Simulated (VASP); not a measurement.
# PtSe2 (P3m1) in VASP: single point with PBE+D3(BJ)

Aim: the single point of PtSe2 with PBE+D3(BJ).

All numbers are computed with VASP 6.6.1; they aren't measurements. Logs are shortened: lines on timing, memory, paths and dates and some standing lists are left out, and cuts for length are marked.

**1. The cell of the first run**

Symmetry: P3m1, No. 156, trigonal system. The conventional cell has a = 3.724 Å, b = 3.724 Å, c = 5.062 Å, α = 90.00°, β = 90.00°, γ = 120.00°. Pt (site symmetry 3m) has 6 Se at 2.43 to 2.57 Å within 3.2 Å. Within 3.2 Å of Se (site symmetry 3m) lie 3 Pt at 2.43 Å. Within 3.4 Å of Se (site symmetry 3m) lie 3 Pt at 2.57 Å and 6 Se at 3.32 Å.

**2. Single point, PBE+D3(BJ) (mode 9 (228.2 1/cm) frozen in, largest displacement +0.075 Å)**

Contents of INCAR:

```
SYSTEM = PtSe2
PREC = Accurate
ENCUT = 520
EDIFF = 1E-7
ISMEAR = 0
SIGMA = 0.15
LREAL = .FALSE.
LASPH = .TRUE.
NELM = 100
ALGO = Normal
ISIF = 2
LWAVE = .FALSE.
LCHARG = .TRUE.
GGA = PE
IVDW = 12
LELF = .TRUE.
LVHAR = .TRUE.
NBANDS = 18
```

Contents of KPOINTS:

```
Automatic mesh
0
G
  12 12 10
  0 0 0
```

Contents of POSCAR:

```
PtSe2
1.0
    3.7240006046      0.0000000000      0.0000000000
   -1.8620003023      3.2250791273      0.0000000000
    0.0000000000      0.0000000000      5.0620000000
Pt Se
1 2
Direct
    0.0000000000      0.0000000000      0.0119954102
    0.3333333333      0.6666666667      0.2351837218
    0.6666666667      0.3333333333      0.7351837218
```

Potentials or basis: VASP PAW PBE potentials, release 64 (Pt, Se).

Run with:

```console
$ cat potpaw_PBE.64/Pt/POTCAR potpaw_PBE.64/Se/POTCAR > POTCAR
$ mpirun -np 1 vasp_std > vasp.out
```

OUTCAR:

```text
SYSTEM = PtSe2
   PREC = Accurate
   ENCUT = 520
   EDIFF = 1E-7
   ISMEAR = 0
   LREAL = .FALSE.
   LASPH = .TRUE.
   NELM = 100
   ISIF = 2
   GGA = PE
   IVDW = 12
 IVDW          = 12

 ion  position               nearest neighbor table
   1  0.000  0.000  0.012-   2 2.43   2 2.43   2 2.43   3 2.57   3 2.57   3 2.57
   2  0.333  0.667  0.235-   1 2.43   1 2.43   1 2.43
   3  0.667  0.333  0.735-   1 2.57   1 2.57   1 2.57

  LATTYP: Found a hexagonal cell.
 ALAT       =     3.7240006046
 C/A-ratio  =     1.3592908642

  Lattice vectors:

 A1 = (   3.7240006046,   0.0000000000,   0.0000000000)
 A2 = (  -1.8620003023,   3.2250791273,   0.0000000000)
 A3 = (   0.0000000000,   0.0000000000,   5.0620000000)

Analysis of symmetry for initial positions (statically):
=====================================================================
 Subroutine PRICEL returns:
 Original cell was already a primitive cell.

 Routine SETGRP: Setting up the symmetry group for a
 hexagonal supercell.

 Subroutine GETGRP returns: Found  6 space group operations
 (whereof  6 operations were pure point group operations)
 out of a pool of 24 trial point group operations.

The static configuration has the point symmetry C_3v.

Analysis of symmetry for dynamics (positions and initial velocities):
=====================================================================
 Subroutine PRICEL returns:
 Original cell was already a primitive cell.

 Routine SETGRP: Setting up the symmetry group for a
 hexagonal supercell.

 Subroutine GETGRP returns: Found  6 space group operations
 (whereof  6 operations were pure point group operations)
 out of a pool of 24 trial point group operations.

The dynamic configuration has the point symmetry C_3v.

 Subroutine INISYM returns: Found  6 space group operations
 (whereof  6 operations are pure point group operations),
 and found     1 'primitive' translations

----------------------------------------------------------------------------------------

                                     Primitive cell

  volume of cell :      60.7956

  direct lattice vectors                    reciprocal lattice vectors
     3.724000605  0.000000000  0.000000000     0.268528420  0.155034956  0.000000000
    -1.862000302  3.225079127  0.000000000     0.000000000  0.310069912  0.000000000
     0.000000000  0.000000000  5.062000000     0.000000000  0.000000000  0.197550375

  length of vectors
     3.724000605  3.724000605  5.062000000     0.310069912  0.310069912  0.197550375
[... 83 lines left out ...]
   EDIFF  = 0.1E-06   stopping-criterion for ELM
   LREAL  =      F    real-space projection
   EDIFFG = 0.1E-05   stopping-criterion for IOM
   NSW    =      0    number of steps for IOM
   IBRION =     -1    ionic relax: 0-MD 1-quasi-New 2-CG
   NFREE  =      0    steps in history (QN), initial steepest desc. (CG)
   ISIF   =      2    stress and relaxation
   ISYM   =      2    0-nonsym 1-usesym 2-fastsym
   POTIM  = 0.5000    time-step for ionic-motion
   TEBEG  =    0.0;   TEEND  =   0.0 temperature during run
   PSTRESS=    0.0 pullay stress
   NELECT =      22.0000    total number of electrons
   NUPDOWN=      -1.0000    fix difference up-down
   EMIN   =  10.00;   EMAX   =-10.00  energy-range for DOS
   EFERMI =   0.00;   METHOD = LEGACY
   ISMEAR =     0;   SIGMA  =   0.15  broadening in eV -4-tet -1-fermi 0-gaus
   EFERMI_NEDOS =   21; number of points for ismear=-14 and -15
   IALGO  =     38    algorithm
   IMIX   =      4    mixing-type and parameters
     AMIX     =   0.40;   BMIX     =  1.00
     AMIX_MAG =   1.60;   BMIX_MAG =  1.00
  volume/ion in A,a.u.               =      20.27       136.76
  Fermi-wavevector in a.u.,A,eV,Ry     =   1.166608  2.204570 18.517180  1.360974
  Thomas-Fermi vector in A             =   2.303119
   LORBIT       =      0    0 simple, 1 ext, 2 COOP (PROOUT), +10 PAW based schemes
   GGA     = PE    functional components
   LHFCALC =     F    Hartree Fock is set to
   AEXX    =    0.0000 exact exchange contribution
   IVDW    =    12    specifies the selected vdW correction
   LEPSILON=     F    determine dielectric tensor
   LRPA    =     F    only Hartree local field effects (RPA)
 non-spin polarized calculation
 Gauss-broadening in eV      SIGMA  =   0.15
  energy-cutoff  :      520.00
  volume of cell :       60.80
 maximum number of plane-waves:      1654
   NGX = 13   NGY = 13   NGZ = 19

 number of electron      21.9999999 magnetization

 Free energy of the ion-electron system (eV)
  ---------------------------------------------------
  ext. energy  EPLUGINS =         0.00000000
  ---------------------------------------------------
  free energy    TOTEN  =       -14.03621603 eV

  energy without entropy =      -14.02807968  energy(sigma->0) =      -14.03214786

 E-fermi :   6.5287     XC(G=0): -10.6361

 val. band max:        6.5269422163   @ k =  -0.2500  -0.4167   0.1000
 cond. band min:       6.5310687965   @ k =   0.0000   0.3333   0.3000
 fundamental gap:      0.0041265802
 Fermi energy:         6.5287393458

 k-point     1 :       0.0000    0.0000    0.0000
  band No.  band energies     occupation
      1      -9.2219      2.00000
      2      -6.3565      2.00000
      3      -0.6532      2.00000
      4      -0.0431      2.00000
      5      -0.0431      2.00000
      6       2.4855      2.00000
[... 481 lines left out ...]
      5       0.3500      2.00000
      6       1.9702      2.00000
[... 10 lines left out ...]
     17      15.0785      0.00000
     18      15.2673      0.00000

 [... further k-points ...]

------------------------ aborting loop because EDIFF is reached ----------------------------------------

 Edisp (eV)   -1.43098

 E8    (eV) :    -0.6140

  FORCE on cell =-STRESS in cart. coord.  units (eV):
  Direction    XX          YY          ZZ          XY          YZ          ZX
  --------------------------------------------------------------------------------------
  -------------------------------------------------------------------------------------
  Total       1.99727     1.99727     0.73827     0.00000     0.00000     0.00000
  in kB      52.63519    52.63519    19.45595     0.00000     0.00000     0.00000
  external pressure =       41.58 kB  Pullay stress =        0.00 kB

 VOLUME and BASIS-vectors are now :
 -----------------------------------------------------------------------------
  energy-cutoff  :      520.00
  volume of cell :       60.80
      direct lattice vectors                 reciprocal lattice vectors
     3.724000605  0.000000000  0.000000000     0.268528420  0.155034956  0.000000000
    -1.862000302  3.225079127  0.000000000     0.000000000  0.310069912  0.000000000
     0.000000000  0.000000000  5.062000000     0.000000000  0.000000000  0.197550375

 POSITION                                       TOTAL-FORCE (eV/Angst)
 -----------------------------------------------------------------------------------
      0.00000      0.00000      0.06072        -0.000000      0.000000     -2.235910
     -0.00000      2.15005      1.19050         0.000000     -0.000000      1.844593
      1.86200      1.07503      3.72150        -0.000000      0.000000      0.391316
 -----------------------------------------------------------------------------------
    total drift:                                0.000000     -0.000000     -0.000097

  FREE ENERGIE OF THE ION-ELECTRON SYSTEM (eV)
  ---------------------------------------------------
  free  energy   TOTEN  =       -15.4672002008 eV

  energy  without entropy=      -15.4590638488  energy(sigma->0) =      -15.46313202
```

OSZICAR:

```text
N       E                     dE             d eps       ncg     rms          rms(c)
DAV:   1     0.111888475184E+03    0.11189E+03   -0.10121E+04  5880   0.108E+03
DAV:   2    -0.965526710678E+01   -0.12154E+03   -0.11757E+03  7152   0.212E+02
DAV:   3    -0.147962411499E+02   -0.51410E+01   -0.50973E+01  7120   0.436E+01
DAV:   4    -0.148347114426E+02   -0.38470E-01   -0.38453E-01  7220   0.412E+00
DAV:   5    -0.148351204083E+02   -0.40897E-03   -0.40896E-03  7064   0.413E-01    0.132E+01
DAV:   6    -0.142675675188E+02    0.56755E+00   -0.43739E+00  6070   0.191E+01    0.832E+00
DAV:   7    -0.140565945686E+02    0.21097E+00   -0.91448E-01  6004   0.910E+00    0.413E+00
DAV:   8    -0.140383374150E+02    0.18257E-01   -0.50885E-02  6452   0.161E+00    0.858E-01
DAV:   9    -0.140360158323E+02    0.23216E-02   -0.72434E-03  6596   0.817E-01    0.175E-01
DAV:  10    -0.140361691536E+02   -0.15332E-03   -0.89548E-04  7094   0.181E-01    0.652E-02
DAV:  11    -0.140362144346E+02   -0.45281E-04   -0.37499E-05  6662   0.426E-02    0.270E-02
DAV:  12    -0.140362153062E+02   -0.87169E-06   -0.68149E-06  6982   0.200E-02    0.754E-03
DAV:  13    -0.140362158599E+02   -0.55367E-06   -0.15904E-06  6788   0.887E-03    0.155E-03
DAV:  14    -0.140362160082E+02   -0.14829E-06   -0.12544E-07  5892   0.252E-03    0.766E-04
DAV:  15    -0.140362160311E+02   -0.22938E-07   -0.10592E-08  3352   0.735E-04
   1 F= -.15467200E+02 E0= -.15463132E+02  d E =-.813635E-02
```

Wall time 2.6 min (1 thread of AMD EPYC 7R43 (Zen 3), shared host); peak memory 0.29 GiB.

Results:

- Free energy: -15.4672 eV
- Pressure: 4.2 GPa
- Largest force: 2.236 eV/Å
- Band gap on the k mesh: zero (band 11 reaches 6.99 eV, above the bottom of band 12 at 6.34 eV)
- Dispersion energy per atom: -0.477 eV

Forces in eV/Å, atoms in the order of the input:
```
Pt   0.000  0.000 -2.236
Se   0.000  0.000  1.845
Se   0.000  0.000  0.391
```

Caveat: the cell differs from its parent crystal (mode 9 (228.2 1/cm) frozen in, largest displacement +0.075 Å); spin-orbit coupling is left out, which moves the levels of the heavy elements; pairwise dispersion overbinds metals, which lowers pressure and volume; forces of over 1 eV/Å act on the atoms, so gaps and moduli don't describe the material at rest.
